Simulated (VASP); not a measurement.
# Ge (P6_3/mmc) in VASP: notebook, part 3 of 3

VASP 6.6.1. Earlier steps stand in the parts before.

## 5. Relaxation of cell and atoms, PBE, target pressure 24 GPa, at which the enthalpy is minimised

INCAR

```
PREC = Accurate
ENCUT = 600
EDIFF = 1E-6
ISMEAR = -1
SIGMA = 0.05
LREAL = F
LASPH = T
NELM = 80
ALGO = Normal
ISIF = 3
LWAVE = F
LCHARG = F
GGA = PE
IBRION = 2
NSW = 32
EDIFFG = -0.005
PSTRESS = 240.0
```

KPOINTS

```
regular mesh
0
Gamma
  16 16 9
```

POSCAR

```
Ge
1.0
    2.7927761424      0.0000000000      0.0000000000
   -1.3963880712      2.4186150864      0.0000000000
    0.0000000000      0.0000000000      4.5710421973
Ge
2
Direct
    0.3333333333      0.6666666667      0.2500000000
    0.6666666667      0.3333333333      0.7500000000
```

Potentials or basis: VASP PAW PBE potentials, release 64 (Ge_d).

The run is started by

```sh
$ cat potpaw_PBE.64/Ge_d/POTCAR > POTCAR
$ mpirun -np 1 vasp_std > vasp.out
```

OUTCAR:

```text
PREC = Accurate
   ENCUT = 600
   EDIFF = 1E-6
   ISMEAR = -1
   LREAL = F
   LASPH = T
   NELM = 80
   ISIF = 3
   GGA = PE
   IBRION = 2
   NSW = 32
   EDIFFG = -0.005
   PSTRESS = 240.0

 ion  position               nearest neighbor table
   1  0.333  0.667  0.250-   2 2.80   2 2.80   2 2.80   2 2.80   2 2.80   2 2.80
   2  0.667  0.333  0.750-   1 2.80   1 2.80   1 2.80   1 2.80   1 2.80   1 2.80

  LATTYP: Found a hexagonal cell.
 ALAT       =     2.7927761424
 C/A-ratio  =     1.6367377707

  Lattice vectors:

 A1 = (   2.7927761424,   0.0000000000,   0.0000000000)
 A2 = (  -1.3963880712,   2.4186150864,   0.0000000000)
 A3 = (   0.0000000000,   0.0000000000,   4.5710421973)

Analysis of symmetry for initial positions (statically):
=====================================================================
 Subroutine PRICEL returns:
 Original cell was already a primitive cell.

 Routine SETGRP: Setting up the symmetry group for a
 hexagonal supercell.

 Subroutine GETGRP returns: Found 24 space group operations
 (whereof 12 operations were pure point group operations)
 out of a pool of 24 trial point group operations.

The static configuration has the point symmetry D_3d.
 The point group associated with its full space group is D_6h.

Analysis of symmetry for dynamics (positions and initial velocities):
=====================================================================
 Subroutine PRICEL returns:
 Original cell was already a primitive cell.

 Routine SETGRP: Setting up the symmetry group for a
 hexagonal supercell.

 Subroutine GETGRP returns: Found 24 space group operations
 (whereof 12 operations were pure point group operations)
 out of a pool of 24 trial point group operations.

The dynamic configuration has the point symmetry D_3d.
 The point group associated with its full space group is D_6h.

 Subroutine INISYM returns: Found 24 space group operations
 (whereof 12 operations are pure point group operations),
 and found     1 'primitive' translations

----------------------------------------------------------------------------------------

                                     Primitive cell

  volume of cell :      30.8758

  direct lattice vectors                    reciprocal lattice vectors
     2.792776142  0.000000000  0.000000000     0.358066651  0.206729877  0.000000000
    -1.396388071  2.418615086  0.000000000     0.000000000  0.413459755  0.000000000
     0.000000000  0.000000000  4.571042197     0.000000000  0.000000000  0.218768490

  length of vectors
     2.792776142  2.792776142  4.571042197     0.413459755  0.413459755  0.218768490

  position of ions in fractional coordinates (direct lattice)
     0.333333333  0.666666667  0.250000000
     0.666666667  0.333333333  0.750000000

  ion indices of the primitive-cell ions
   primitive index   ion index
                 1           1
                 2           2

[... 54 lines left out ...]
   number of dos      NEDOS =    301   number of ions     NIONS =      2
   total plane-waves  NPLWV =  23040
   dimension x,y,z NGX =    24 NGY =   24 NGZ =   40
   dimension x,y,z NGXF=    48 NGYF=   48 NGZF=   80
   ions per type =               2
   NGX,Y,Z   is equivalent  to a cutoff of  14.29, 14.29, 14.55 a.u.
   NGXF,Y,Z  is equivalent  to a cutoff of  28.57, 28.57, 29.10 a.u.
 SYSTEM =  unknown system
   PREC   = accura    normal or accurate (medium, high low for compatibility)
   ISTART =      0    job   : 0-new  1-cont  2-samecut
   ICHARG =      2    charge: 1-file 2-atom 10-const
   ISPIN  =      1    spin polarized calculation?
   LNONCOLLINEAR =      F non collinear calculations
   LSORBIT =      F    spin-orbit coupling
   LASPH  =      T    aspherical Exc in radial PAW
   ENCUT  =  600.0 eV  44.10 Ry    6.64 a.u.   5.58  5.58  9.13*2*pi/ulx,y,z
   NELM   =     80;   NELMIN=  2; NELMDL= -5     # of ELM steps
   EDIFF  = 0.1E-05   stopping-criterion for ELM
   LREAL  =      F    real-space projection
   EDIFFG = -.5E-02   stopping-criterion for IOM
   NSW    =     32    number of steps for IOM
   IBRION =      2    ionic relax: 0-MD 1-quasi-New 2-CG
   NFREE  =      1    steps in history (QN), initial steepest desc. (CG)
   ISIF   =      3    stress and relaxation
   ISYM   =      2    0-nonsym 1-usesym 2-fastsym
   POTIM  = 0.5000    time-step for ionic-motion
   TEBEG  =    0.0;   TEEND  =   0.0 temperature during run
   PSTRESS=  240.0 pullay stress
   NELECT =      28.0000    total number of electrons
   NUPDOWN=      -1.0000    fix difference up-down
   EMIN   =  10.00;   EMAX   =-10.00  energy-range for DOS
   EFERMI =   0.00;   METHOD = LEGACY
   ISMEAR =    -1;   SIGMA  =   0.05  broadening in eV -4-tet -1-fermi 0-gaus
   EFERMI_NEDOS =   21; number of points for ismear=-14 and -15
   IALGO  =     38    algorithm
   IMIX   =      4    mixing-type and parameters
     AMIX     =   0.40;   BMIX     =  1.00
     AMIX_MAG =   1.60;   BMIX_MAG =  1.00
  volume/ion in A,a.u.               =      15.44       104.18
  Fermi-wavevector in a.u.,A,eV,Ry     =   1.584607  2.994472 34.163932  2.510978
  Thomas-Fermi vector in A             =   2.684199
   LORBIT       =      0    0 simple, 1 ext, 2 COOP (PROOUT), +10 PAW based schemes
   GGA     = PE    functional components
   LHFCALC =     F    Hartree Fock is set to
   AEXX    =    0.0000 exact exchange contribution
   IVDW    =     0    specifies the selected vdW correction
   LEPSILON=     F    determine dielectric tensor
   LRPA    =     F    only Hartree local field effects (RPA)
 conjugate gradient relaxation of ions
 non-spin polarized calculation
  energy-cutoff  :      600.00
  volume of cell :       30.88
 maximum number of plane-waves:      1053
 NGX is ok and might be reduce to    24
   NGX = 11   NGY = 11   NGZ = 19

--------------------------------------- Ionic step        1  -------------------------------------------

 number of electron      28.0000003 magnetization

 Free energy of the ion-electron system (eV)
  ---------------------------------------------------
  ext. energy  EPLUGINS =         0.00000000
  ---------------------------------------------------
  free energy    TOTEN  =        -7.91357692 eV

  energy without entropy =       -7.91000361  energy(sigma->0) =       -7.91179026

------------------------ aborting loop because EDIFF is reached ----------------------------------------

  FORCE on cell =-STRESS in cart. coord.  units (eV):
  Direction    XX          YY          ZZ          XY          YZ          ZX
  --------------------------------------------------------------------------------------
  -------------------------------------------------------------------------------------
  Total        4.6185160      4.6185160      4.6133813      0.0000000      0.0000000      0.0000000
  in kB      239.6596479    239.6596479    239.3932035      0.0000000      0.0000000      0.0000000
  external PRESSURE =      -0.4291669 kB  Pullay stress =     240.0000000 kB
[... 97 lines left out ...]
  energy  without entropy=       -7.9090237515  energy(sigma->0) =       -7.91081241

  enthalpy is  TOTEN    =        -3.2884943268 eV   P V=        4.6241067494

[... ionic steps 4 to 15 ...]

--------------------------------------- Ionic step       16  -------------------------------------------

 number of electron      28.0000003 magnetization

------------------------ aborting loop because EDIFF is reached ----------------------------------------
[... 71 lines left out ...]
--------------------------------------- Ionic step       18  -------------------------------------------

 number of electron      28.0000003 magnetization

 Free energy of the ion-electron system (eV)
  ---------------------------------------------------
  ext. energy  EPLUGINS =         0.00000000
  ---------------------------------------------------
  free energy    TOTEN  =        -7.91736075 eV

  energy without entropy =       -7.91380181  energy(sigma->0) =       -7.91558128

 E-fermi :   9.2479     XC(G=0): -12.3394

 val. band max:        9.2118374185   @ k =   0.3750   0.0000   0.2222
 cond. band min:       9.2797443499   @ k =   0.2500   0.0000   0.2222
 fundamental gap:      0.0679069315
 Fermi energy:         9.2479065424

 k-point     1 :       0.0000    0.0000    0.0000
  band No.  band energies     occupation
      1     -15.7215      2.00000
      2     -15.7008      2.00000
      3     -15.6895      2.00000
      4     -15.6895      2.00000
      5     -15.6750      2.00000
      6     -15.6750      2.00000
[... 481 lines left out ...]
      5     -15.6329      2.00000
      6     -15.6124      2.00000
[... 10 lines left out ...]
     17      13.8069      0.00000
     18      14.0254      0.00000

 [... further k-points ...]

------------------------ aborting loop because EDIFF is reached ----------------------------------------

  FORCE on cell =-STRESS in cart. coord.  units (eV):
  Direction    XX          YY          ZZ          XY          YZ          ZX
  --------------------------------------------------------------------------------------
  -------------------------------------------------------------------------------------
  Total        4.6323773      4.6323773      4.6311581      0.0000000      0.0000000     -0.0000000
  in kB      240.1832393    240.1832393    240.1200252      0.0000000      0.0000000     -0.0000000
  external PRESSURE =       0.1621679 kB  Pullay stress =     240.0000000 kB
[... 21 lines left out ...]
  energy  without entropy=       -7.9138018089  energy(sigma->0) =       -7.91558128

  enthalpy is  TOTEN    =        -3.2885175371 eV   P V=        4.6288432091

 reached required accuracy - stopping structural energy minimisation
```

OSZICAR:

```text
N       E                     dE             d eps       ncg     rms          rms(c)
DAV:   1     0.154164039521E+03    0.15416E+03   -0.16139E+04  5850   0.505E+03
DAV:   2     0.896047567770E+01   -0.14520E+03   -0.14263E+03  5418   0.544E+02
[... 83 lines left out ...]
  17 F= -.32885112E+01 E0= -.32867277E+01  d E =-.958715E-05
       N       E                     dE             d eps       ncg     rms          rms(c)
DAV:   1    -0.791742235447E+01   -0.21686E-02   -0.87603E-04  6940   0.663E-01    0.466E-02
DAV:   2    -0.791737708255E+01    0.45272E-04   -0.59993E-05  6952   0.179E-01    0.231E-02
DAV:   3    -0.791736242015E+01    0.14662E-04   -0.24111E-05  6942   0.101E-01    0.461E-03
DAV:   4    -0.791736072228E+01    0.16979E-05   -0.26897E-06  3882   0.387E-02    0.597E-04
DAV:   5    -0.791736074618E+01   -0.23897E-07   -0.34407E-07  2710   0.125E-02
  18 F= -.32885175E+01 E0= -.32867381E+01  d E =-.159353E-04
```

Run time: 4.5 min. Hardware: 1 thread of AMD EPYC 7R13 (Zen 3), shared host; peak memory 0.19 GiB.

What came out:

- Free energy: -7.9174 eV
- Relaxed volume: 15.45 Å³/atom
- Relaxed cell: a = 2.794 Å, b = 2.794 Å, c = 4.572 Å, α = 90.00°, β = 90.00°, γ = 120.00°
- Space group after relaxing (to 0.1 Å): P6_3/mmc (No. 194)
- Energy change on relaxing (the run minimises the enthalpy): -1.9 meV/atom
- Ionic steps: 18
- Pressure after relaxing: 24.0 GPa
- Band gap on the k mesh: zero (bands 14 and 15 overlap by 11.58 eV)

The path:
```tsv
step	energy change (eV)	largest force (eV/Å)	pressure (GPa)	volume (Å³)
1	0.0000	0.0000	23.96	30.88
2	0.0028	0.0000	24.08	30.86
3	0.0010	0.0000	24.16	30.87
4	0.0002	0.0000	24.14	30.87
5	0.0001	0.0000	24.20	30.88
6	0.0000	0.0000	24.15	30.88
7	0.0000	0.0000	24.16	30.88
8	0.0000	0.0000	24.16	30.88
9	0.0000	0.0000	24.17	30.88
10	0.0000	0.0000	24.17	30.88
11	0.0000	0.0000	24.17	30.88
12	0.0000	0.0000	24.17	30.88
13	0.0000	0.0000	24.17	30.88
14	0.0000	0.0000	24.17	30.88
15	0.0000	0.0000	24.17	30.88
16	-0.0006	0.0000	24.10	30.88
17	-0.0017	0.0000	24.22	30.89
18	-0.0038	0.0000	24.02	30.90
```

Final structure:
```yaml
crystal:
  lattice:
    - [2.79357, 0.00000, 0.00000]
    - [-1.39679, 2.41930, 0.00000]
    - [0.00000, 0.00000, 4.57216]
  atoms:
    - { symbol: Ge, position: [0.33333, 0.66667, 0.25000] }
    - { symbol: Ge, position: [0.66667, 0.33333, 0.75000] }
```

Caveat: the cell is relaxed towards a set pressure, so the run minimises the enthalpy, not the energy.
